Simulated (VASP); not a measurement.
# TiAl (P4/mmm) in VASP: a series of runs

Runs on TiAl. Level: LDA. Tasks: single point.

All numbers are computed with VASP 6.6.1; they aren't measurements. Logs are shortened: lines on timing, memory, paths and dates and some standing lists are left out, and cuts for length are marked.

## 1. The cell of the first run

It takes space group P4/mmm (No. 123, tetragonal). The conventional cell has a = 2.930 Å, b = 2.930 Å, c = 3.870 Å, α = 90.00°, β = 90.00°, γ = 90.00°. Ti (site symmetry 4/mmm) has 8 Al at 2.84 Å and 4 Ti at 2.93 Å within 3.7 Å. Within 3.7 Å of Al (site symmetry 4/mmm) lie 8 Ti at 2.84 Å and 4 Al at 2.93 Å.

## 2. Single point, LDA (16.62 Å³/atom)

File INCAR:

```
SYSTEM = TiAl
ALGO = Fast
EDIFF = 1E-7
ENCUT = 520
ISIF = 2
ISMEAR = 0
LASPH = .True.
LCHARG = .False.
LREAL = .False.
LWAVE = .False.
NBANDS = 14
NELM = 60
PREC = Accurate
SIGMA = 0.15
```

File KPOINTS:

```
k-points
0
Gamma
  16 16 16
  0 0 0
```

File POSCAR:

```
TiAl
1.0
    2.9303948735      0.0000000000      0.0000000000
    0.0000000000      2.9303948735      0.0000000000
    0.0000000000      0.0000000000      3.8701725095
Ti Al
1 1
Direct
    0.0000000000      0.0000000000      0.0000000000
    0.5000000000      0.5000000000      0.5000000000
```

Potentials or basis: VASP PAW LDA potentials, release 64 (Ti_sv, Al).

On the command line:

```bash
$ cat potpaw_LDA.64/Ti_sv/POTCAR potpaw_LDA.64/Al/POTCAR > POTCAR
$ mpirun -np 1 vasp_std > vasp.out
```

OUTCAR:

```text
SYSTEM = TiAl
   EDIFF = 1E-7
   ENCUT = 520
   ISIF = 2
   ISMEAR = 0
   LASPH = .True.
   LREAL = .False.
   NELM = 60
   PREC = Accurate

 ion  position               nearest neighbor table
   1  0.000  0.000  0.000-   2 2.84   2 2.84   2 2.84   2 2.84   2 2.84   2 2.84   2 2.84   2 2.84

   2  0.500  0.500  0.500-   1 2.84   1 2.84   1 2.84   1 2.84   1 2.84   1 2.84   1 2.84   1 2.84

  LATTYP: Found a simple tetragonal cell.
 ALAT       =     2.9303948735
 C/A-ratio  =     1.3207000000

  Lattice vectors:

 A1 = (   2.9303948735,   0.0000000000,   0.0000000000)
 A2 = (   0.0000000000,   2.9303948735,   0.0000000000)
 A3 = (   0.0000000000,   0.0000000000,   3.8701725095)

Analysis of symmetry for initial positions (statically):
=====================================================================
 Subroutine PRICEL returns:
 Original cell was already a primitive cell.

 Routine SETGRP: Setting up the symmetry group for a
 simple tetragonal supercell.

 Subroutine GETGRP returns: Found 16 space group operations
 (whereof 16 operations were pure point group operations)
 out of a pool of 16 trial point group operations.

The static configuration has the point symmetry D_4h.

Analysis of symmetry for dynamics (positions and initial velocities):
=====================================================================
 Subroutine PRICEL returns:
 Original cell was already a primitive cell.

 Routine SETGRP: Setting up the symmetry group for a
 simple tetragonal supercell.

 Subroutine GETGRP returns: Found 16 space group operations
 (whereof 16 operations were pure point group operations)
 out of a pool of 16 trial point group operations.

The dynamic configuration has the point symmetry D_4h.

 Subroutine INISYM returns: Found 16 space group operations
 (whereof 16 operations are pure point group operations),
 and found     1 'primitive' translations

----------------------------------------------------------------------------------------

                                     Primitive cell

  volume of cell :      33.2340

  direct lattice vectors                    reciprocal lattice vectors
     2.930394874  0.000000000  0.000000000     0.341250938  0.000000000  0.000000000
     0.000000000  2.930394874  0.000000000     0.000000000  0.341250938  0.000000000
     0.000000000  0.000000000  3.870172510     0.000000000  0.000000000  0.258386415

  length of vectors
     2.930394874  2.930394874  3.870172510     0.341250938  0.341250938  0.258386415

  position of ions in fractional coordinates (direct lattice)
     0.000000000  0.000000000  0.000000000
     0.500000000  0.500000000  0.500000000

  ion indices of the primitive-cell ions
   primitive index   ion index
                 1           1
                 2           2

----------------------------------------------------------------------------------------

 KPOINTS: k-points

Automatic generation of k-mesh.
 Grid dimensions read from file:
 generate k-points for:   16   16   16

 Generating k-lattice:

  Cartesian coordinates                     Fractional coordinates (reciprocal lattice)
     0.021328184  0.000000000  0.000000000     0.062500000  0.000000000  0.000000000
     0.000000000  0.021328184  0.000000000     0.000000000  0.062500000  0.000000000
     0.000000000  0.000000000  0.016149151     0.000000000  0.000000000  0.062500000

  Length of vectors
     0.021328184  0.021328184  0.016149151

  Shift w.r.t. Gamma in fractional coordinates (k-lattice)
     0.000000000  0.000000000  0.000000000

 Subroutine IBZKPT returns following result:
 ===========================================

 Found    405 irreducible k-points:

 Following reciprocal coordinates:
            Coordinates               Weight
  0.000000  0.000000  0.000000      1.000000
  0.062500  0.000000  0.000000      4.000000
  0.125000  0.000000  0.000000      4.000000
  0.187500  0.000000  0.000000      4.000000
  0.250000  0.000000  0.000000      4.000000
  0.312500  0.000000  0.000000      4.000000
[... 16 lines left out ...]
  0.437500  0.125000  0.000000      8.000000
  0.500000  0.125000  0.000000      4.000000
 [... further k-points ...]
   k-points           NKPTS =    405   k-points in BZ     NKDIM =    405   number of bands    NBANDS=     14
   number of dos      NEDOS =    301   number of ions     NIONS =      2
   total plane-waves  NPLWV =  17280
   dimension x,y,z NGX =    24 NGY =   24 NGZ =   30
   dimension x,y,z NGXF=    48 NGYF=   48 NGZF=   60
   ions per type =               1   1
   NGX,Y,Z   is equivalent  to a cutoff of  13.62, 13.62, 12.89 a.u.
   NGXF,Y,Z  is equivalent  to a cutoff of  27.23, 27.23, 25.77 a.u.
 SYSTEM =  TiAl
   PREC   = accura    normal or accurate (medium, high low for compatibility)
   ISTART =      0    job   : 0-new  1-cont  2-samecut
   ICHARG =      2    charge: 1-file 2-atom 10-const
   ISPIN  =      1    spin polarized calculation?
   LNONCOLLINEAR =      F non collinear calculations
   LSORBIT =      F    spin-orbit coupling
   LASPH  =      T    aspherical Exc in radial PAW
   ENCUT  =  520.0 eV  38.22 Ry    6.18 a.u.   5.45  5.45  7.20*2*pi/ulx,y,z
   NELM   =     60;   NELMIN=  2; NELMDL= -5     # of ELM steps
   EDIFF  = 0.1E-06   stopping-criterion for ELM
   LREAL  =      F    real-space projection
   EDIFFG = 0.1E-05   stopping-criterion for IOM
   NSW    =      0    number of steps for IOM
   IBRION =     -1    ionic relax: 0-MD 1-quasi-New 2-CG
   NFREE  =      0    steps in history (QN), initial steepest desc. (CG)
   ISIF   =      2    stress and relaxation
   ISYM   =      2    0-nonsym 1-usesym 2-fastsym
   POTIM  = 0.5000    time-step for ionic-motion
   TEBEG  =    0.0;   TEEND  =   0.0 temperature during run
   PSTRESS=    0.0 pullay stress
   NELECT =      15.0000    total number of electrons
   NUPDOWN=      -1.0000    fix difference up-down
   EMIN   =  10.00;   EMAX   =-10.00  energy-range for DOS
   EFERMI =   0.00;   METHOD = LEGACY
   ISMEAR =     0;   SIGMA  =   0.15  broadening in eV -4-tet -1-fermi 0-gaus
   EFERMI_NEDOS =   21; number of points for ismear=-14 and -15
   IALGO  =     68    algorithm
   IMIX   =      4    mixing-type and parameters
     AMIX     =   0.40;   BMIX     =  1.00
     AMIX_MAG =   1.60;   BMIX_MAG =  1.00
  volume/ion in A,a.u.               =      16.62       112.14
  Fermi-wavevector in a.u.,A,eV,Ry     =   1.255773  2.373066 21.455913  1.576965
  Thomas-Fermi vector in A             =   2.389513
   LORBIT       =      0    0 simple, 1 ext, 2 COOP (PROOUT), +10 PAW based schemes
   GGA     = CA    functional components
   LHFCALC =     F    Hartree Fock is set to
   AEXX    =    0.0000 exact exchange contribution
   IVDW    =     0    specifies the selected vdW correction
   LEPSILON=     F    determine dielectric tensor
   LRPA    =     F    only Hartree local field effects (RPA)
 non-spin polarized calculation
 RMM-DIIS sequential band-by-band and
 Gauss-broadening in eV      SIGMA  =   0.15
  energy-cutoff  :      520.00
  volume of cell :       33.23
 maximum number of plane-waves:       926
 NGX is ok and might be reduce to    24
   NGX = 11   NGY = 11   NGZ = 15

 number of electron      15.0000004 magnetization

 Free energy of the ion-electron system (eV)
  ---------------------------------------------------
  ext. energy  EPLUGINS =         0.00000000
  ---------------------------------------------------
  free energy    TOTEN  =       -13.48272596 eV

  energy without entropy =      -13.46059369  energy(sigma->0) =      -13.47165982

 E-fermi :   7.9012     XC(G=0): -11.1609

 val. band max:        7.8936734880   @ k =   0.4375   0.1875   0.3750
 cond. band min:       7.9019162391   @ k =   0.5000   0.1250   0.0625
 fundamental gap:      0.0082427511
 Fermi energy:         7.9011935258

 k-point     1 :       0.0000    0.0000    0.0000
  band No.  band energies     occupation
      1     -48.1270      2.00000
      2     -24.8807      2.00000
      3     -24.5446      2.00000
      4     -24.5446      2.00000
      5      -0.9628      2.00000
      6       6.2652      2.00000
      7       7.0426      2.00000
      8       8.4508      0.00000
      9       9.7746      0.00000
     10       9.7746      0.00000
     11      10.7002      0.00000
     12      14.7684      0.00000
     13      15.0695      0.00000
     14      15.0695      0.00000

 k-point     2 :       0.0625    0.0000    0.0000
  band No.  band energies     occupation
      1     -48.1255      2.00000
      2     -24.8792      2.00000
      3     -24.5583      2.00000
      4     -24.5434      2.00000
      5      -0.8910      2.00000
      6       6.3150      2.00000
      7       7.0598      2.00000
      8       8.2875      0.00027
      9       9.7863      0.00000
     10       9.9655      0.00000
     11      10.6248      0.00000
     12      14.2942      0.00000
     13      14.7741      0.00000
     14      15.1751      0.00000

 k-point     3 :       0.1250    0.0000    0.0000
  band No.  band energies     occupation
      1     -48.1212      2.00000
      2     -24.8747      2.00000
      3     -24.5973      2.00000
      4     -24.5400      2.00000
      5      -0.6770      2.00000
      6       6.4529      2.00000
      7       7.0897      2.00000
      8       7.9473      0.66351
      9       9.8196      0.00000
     10      10.3928      0.00000
     11      10.4238      0.00000
     12      13.0806      0.00000
     13      14.7396      0.00000
     14      15.4718      0.00000
[... 324 lines left out ...]
 k-point    23 :       0.4375    0.1250    0.0000
  band No.  band energies     occupation
      1     -48.0828      2.00000
      2     -24.8772      2.00000
      3     -24.8357      2.00000
      4     -24.5647      2.00000
      5       2.5278      2.00000
      6       4.4067      2.00000
      7       6.7376      2.00000
      8       7.8214      1.54815
      9       8.8968      0.00000
     10       9.5353      0.00000
     11      11.6907      0.00000
     12      14.1129      0.00000
     13      14.2643      0.00000
     14      16.4571      0.00000

 k-point    24 :       0.5000    0.1250    0.0000
  band No.  band energies     occupation
      1     -48.0813      2.00000
      2     -24.8903      2.00000
      3     -24.8341      2.00000
      4     -24.5634      2.00000
      5       3.2400      2.00000
      6       3.6412      2.00000
      7       6.6946      2.00000
      8       7.9034      0.98377
      9       8.8099      0.00000
     10       9.5550      0.00000
     11      11.8344      0.00000
     12      14.1767      0.00000
     13      14.5332      0.00000
     14      15.7081      0.00000

 [... further k-points ...]
[... 5 lines left out ...]
  --------------------------------------------------------------------------------------
  -------------------------------------------------------------------------------------
  Total       -2.2224067     -2.2224067     -1.0944663      0.0000000      0.0000000      0.0000000
  in kB     -107.1399645   -107.1399645    -52.7631080      0.0000000      0.0000000      0.0000000
  external PRESSURE =     -89.0143457 kB  Pullay stress =       0.0000000 kB

 VOLUME and BASIS-vectors are now :
 -----------------------------------------------------------------------------
  energy-cutoff  :      520.00
  volume of cell :       33.23
      direct lattice vectors                 reciprocal lattice vectors
     2.930394874  0.000000000  0.000000000     0.341250938  0.000000000  0.000000000
     0.000000000  2.930394874  0.000000000     0.000000000  0.341250938  0.000000000
     0.000000000  0.000000000  3.870172510     0.000000000  0.000000000  0.258386415

 POSITION                                       TOTAL-FORCE (eV/Angst)
 -----------------------------------------------------------------------------------
      0.00000      0.00000      0.00000         0.000000      0.000000      0.000000
      1.46520      1.46520      1.93509         0.000000      0.000000      0.000000
 -----------------------------------------------------------------------------------
    total drift:                               -0.000000      0.000000      0.000000

  FREE ENERGIE OF THE ION-ELECTRON SYSTEM (eV)
  ---------------------------------------------------
  free  energy   TOTEN  =       -13.4827259588 eV

  energy  without entropy=      -13.4605936877  energy(sigma->0) =      -13.47165982
```

It took 2.1 min on 1 thread of Intel Xeon 6975P-C (Granite Rapids), shared host; peak memory 0.29 GiB.

Results:

```yaml
Free_energy: -13.4827 eV
Pressure: -8.9 GPa
Band_gap_on_the_k_mesh: zero (an odd number of electrons rules out a gap without spin polarisation)
```

Levels at points of the mesh, in eV from the Fermi level:
| k point | band 4 | band 5 | band 6 | band 7 | band 8 | band 9 | band 10 | band 11 | band 12 | band 13 |
| --- | --- | --- | --- | --- | --- | --- | --- | --- | --- | --- |
| (0.00, 0.00, 0.00) | -32.45 | -8.86 | -1.64 | -0.86 | 0.55 | 1.87 | 1.87 | 2.80 | 6.87 | 7.17 |
| (0.50, 0.00, 0.00) | -32.41 | -4.82 | -4.54 | -1.35 | -0.25 | 1.33 | 2.19 | 3.99 | 5.70 | 5.82 |
| (0.50, 0.50, 0.00) | -32.70 | -3.49 | -0.80 | -0.80 | -0.65 | -0.11 | -0.11 | 3.73 | 4.65 | 6.05 |
| (0.00, 0.00, 0.50) | -32.44 | -7.12 | -5.09 | -0.60 | 1.09 | 1.33 | 1.33 | 2.83 | 7.50 | 10.02 |
| (0.50, 0.00, 0.50) | -32.41 | -4.94 | -2.68 | -1.30 | -1.23 | 1.43 | 1.64 | 1.84 | 4.03 | 5.12 |
| (0.50, 0.50, 0.50) | -32.72 | -2.55 | -2.46 | -2.46 | 1.15 | 2.13 | 2.75 | 3.74 | 3.78 | 3.78 |

Caveat: the cell stands under tension.

## 3. Single point, LDA (16.62 Å³/atom)

File INCAR:

```
SYSTEM = TiAl
ALGO = Fast ; EDIFF = 1E-6
ENCUT = 520 ; GGA = CA
ISIF = 2 ; ISMEAR = 0
LASPH = .True. ; LCHARG = .False.
LREAL = .False. ; LWAVE = .False.
NBANDS = 14 ; NELM = 100
PREC = Accurate ; SIGMA = 0.15
```

KPOINTS is that of step 2.

File POSCAR:

```
TiAl
1.0
    3.3365814123      0.0000000000      0.0000000000
    0.0000000000      3.3365814123      0.0000000000
    0.0000000000      0.0000000000      2.9852393896
Ti Al
1 1
Direct
    0.0000000000      0.0000000000      0.0000000000
    0.5000000000      0.5000000000      0.5000000000
```

Potentials or basis: VASP PAW LDA potentials, release 64 (Ti_sv, Al).

On the command line:

```bash
$ cat potpaw_LDA.64/Ti_sv/POTCAR potpaw_LDA.64/Al/POTCAR > POTCAR
$ mpirun -np 1 vasp_std > vasp.out
```

Run time: 2.1 min. Hardware: 1 thread of Intel Xeon 6975P-C (Granite Rapids), shared host; peak memory 0.29 GiB.

Results (log left out):

```
Free energy            : -13.2589 eV
Pressure               : -8.5 GPa
Band gap on the k mesh : zero (an odd number of electrons rules out a gap without spin polarisation)
```

Stress tensor (GPa, compression positive):
```
 -7.80   0.00   0.00
  0.00  -7.80   0.00
  0.00   0.00 -10.02
```

Levels at points of the mesh, in eV from the Fermi level:
| k point | band 4 | band 5 | band 6 | band 7 | band 8 | band 9 | band 10 | band 11 |
| --- | --- | --- | --- | --- | --- | --- | --- | --- |
| (0.00, 0.00, 0.00) | -32.65 | -9.00 | -1.41 | -1.21 | 1.39 | 1.98 | 1.98 | 3.37 |
| (0.50, 0.00, 0.00) | -32.64 | -6.20 | -5.04 | -0.58 | -0.27 | 0.97 | 2.12 | 2.51 |
| (0.50, 0.50, 0.00) | -32.63 | -5.33 | -2.29 | -2.29 | -1.52 | 1.29 | 1.29 | 2.36 |
| (0.00, 0.00, 0.50) | -32.79 | -5.12 | -4.76 | -0.25 | -0.18 | -0.18 | 1.74 | 3.69 |
| (0.50, 0.00, 0.50) | -32.78 | -4.57 | -2.04 | -1.40 | -1.21 | 0.32 | 0.60 | 2.69 |
| (0.50, 0.50, 0.50) | -32.88 | -2.90 | -2.86 | -2.86 | 0.53 | 2.49 | 2.88 | 2.88 |

Caveat: the cell stands under tension.

## 4. Single point, LDA (16.62 Å³/atom)

File INCAR:

```
SYSTEM = TiAl
ALGO = Fast
EDIFF = 1E-6
ENCUT = 520
ISIF = 2
ISMEAR = 0
LASPH = .TRUE.
LCHARG = .FALSE.
LREAL = .FALSE.
LWAVE = .FALSE.
NBANDS = 14
NELM = 80
PREC = Accurate
SIGMA = 0.15
```

File KPOINTS:

```
k-points
0
G
  16 16 16
  0 0 0
```

File POSCAR:

```
TiAl
1.0
    2.9852695192      0.0000000000      0.0000000000
    0.0000000000      2.9852695192      0.0000000000
    0.0000000000      0.0000000000      3.7291986834
Ti Al
1 1
Direct
    0.0000000000      0.0000000000      0.0000000000
    0.5000000000      0.5000000000      0.5000000000
```

On the command line:

```bash
$ cat potpaw_LDA.64/Ti_sv/POTCAR potpaw_LDA.64/Al/POTCAR > POTCAR
$ mpirun -np 1 vasp_std > vasp.out
```

Run time: 98 s. Hardware: 1 thread of Intel Xeon 6975P-C (Granite Rapids), shared host; peak memory 0.29 GiB.

It converged, with:

```
Free energy            : -13.4308 eV
Pressure               : -8.9 GPa
Band gap on the k mesh : zero (an odd number of electrons rules out a gap without spin polarisation)
```

Stress tensor (GPa, compression positive):
```
-11.54   0.00   0.00
  0.00 -11.54   0.00
  0.00   0.00  -3.66
```

Levels at points of the mesh, in eV from the Fermi level:
| k point | band 5 | band 6 | band 7 | band 8 | band 9 | band 10 | band 11 | band 12 |
| --- | --- | --- | --- | --- | --- | --- | --- | --- |
| (0.00, 0.00, 0.00) | -8.88 | -1.54 | -0.92 | 1.17 | 1.79 | 1.79 | 2.59 | 6.56 |
| (0.50, 0.00, 0.00) | -5.02 | -4.63 | -1.11 | -0.27 | 1.12 | 2.09 | 3.80 | 5.97 |
| (0.50, 0.50, 0.00) | -3.74 | -1.04 | -1.04 | -0.81 | -0.01 | -0.01 | 3.50 | 4.66 |
| (0.00, 0.00, 0.50) | -6.90 | -5.07 | -0.58 | 1.09 | 1.09 | 1.43 | 2.63 | 7.26 |
| (0.50, 0.00, 0.50) | -4.98 | -2.57 | -1.44 | -1.27 | 1.27 | 1.62 | 1.89 | 4.23 |
| (0.50, 0.50, 0.50) | -2.63 | -2.60 | -2.60 | 0.94 | 2.24 | 2.74 | 3.51 | 3.58 |

Caveat: the cell stands under tension.

## 5. Single point, LDA (16.62 Å³/atom)

File INCAR:

```
PREC = Accurate
ENCUT = 520
EDIFF = 1E-6
ISMEAR = 0
SIGMA = 0.15
LREAL = F
LASPH = T
NELM = 80
ALGO = Fast
ISIF = 2
LWAVE = F
LCHARG = F
GGA = CA
NBANDS = 14
```

File KPOINTS:

```
Automatic mesh
0
Gamma
  16 16 16
```

File POSCAR:

```
TiAl
1.0
    3.0980312072      0.0000000000      0.0000000000
    0.0000000000      3.0980312072      0.0000000000
    0.0000000000      0.0000000000      3.4626694803
Ti Al
1 1
Direct
    0.0000000000      0.0000000000      0.0000000000
    0.5000000000      0.5000000000      0.5000000000
```

On the command line:

```bash
$ cat potpaw_LDA.64/Ti_sv/POTCAR potpaw_LDA.64/Al/POTCAR > POTCAR
$ mpirun -np 1 vasp_std > vasp.out
```

Run time: 89 s. Hardware: 1 thread of Intel Xeon 6975P-C (Granite Rapids), shared host; peak memory 0.29 GiB.

The run converged. Its results:

| Quantity | Value |
| --- | --- |
| Free energy | -13.2978 eV |
| Pressure | -8.8 GPa |
| Band gap on the k mesh | zero (an odd number of electrons rules out a gap without spin polarisation) |

Stress tensor (GPa, compression positive):
```
-11.49   0.00   0.00
  0.00 -11.49   0.00
  0.00   0.00  -3.56
```

Levels at points of the mesh, in eV from the Fermi level:
```tsv
k point	band 5	band 6	band 7	band 8	band 9	band 10
(0.00, 0.00, 0.00)	-8.97	-1.42	-1.13	1.66	1.66	2.11
(0.50, 0.00, 0.00)	-5.49	-4.85	-0.57	-0.37	0.61	1.91
(0.50, 0.50, 0.00)	-4.34	-1.55	-1.55	-1.13	0.25	0.25
(0.00, 0.00, 0.50)	-6.47	-5.08	-0.58	0.57	0.57	2.12
(0.50, 0.00, 0.50)	-5.02	-2.35	-1.76	-1.37	0.92	1.12
(0.50, 0.50, 0.50)	-2.85	-2.85	-2.84	0.56	2.45	2.76
```

Caveat: the cell stands under tension.

(Part 1 of 2 ends here.)
